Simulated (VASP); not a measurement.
Input of a VASP 6.6.1 run:

The input INCAR:

```
ALGO = Fast ; EDIFF = 1E-6
ENCUT = 520 ; GGA = PE
ISIF = 2 ; ISMEAR = 0
LASPH = T ; LCHARG = F
LREAL = F ; LWAVE = F
NBANDS = 33 ; NELM = 80
PREC = Accurate ; SIGMA = 0.1
```

Contents of KPOINTS:

```
k-points
0
Gamma
  8 8 8
```

POSCAR

```
Ca4Pt
1.0
    5.7797361003      0.0000000000      0.0000000000
    0.0000000000      5.7797361003      0.0000000000
    0.0000000000      0.0000000000      5.7797361003
Ca Pt
4 1
Direct
    0.0000000000      0.5000000000      0.5000000000
    0.5000000000      0.0000000000      0.5000000000
    0.5000000000      0.5000000000      0.0000000000
    0.0000000000      0.0000000000      0.0000000000
    0.5000000000      0.5000000000      0.5000000000
```

Potentials or basis: VASP PAW PBE potentials, release 64 (Ca_sv, Pt).

The run is started by

```console
$ cat potpaw_PBE.64/Ca_sv/POTCAR potpaw_PBE.64/Pt/POTCAR > POTCAR
$ mpirun -np 1 vasp_std > vasp.out
```

(1) What does it give for the pressure?

(2) Estimate the band gap on the k mesh.

Answers

(1) -1.5 GPa.

(2) zero (bands 25 and 26 overlap by 1.21 eV).

Caveat: spin-orbit coupling is left out, which moves the levels of the heavy elements.
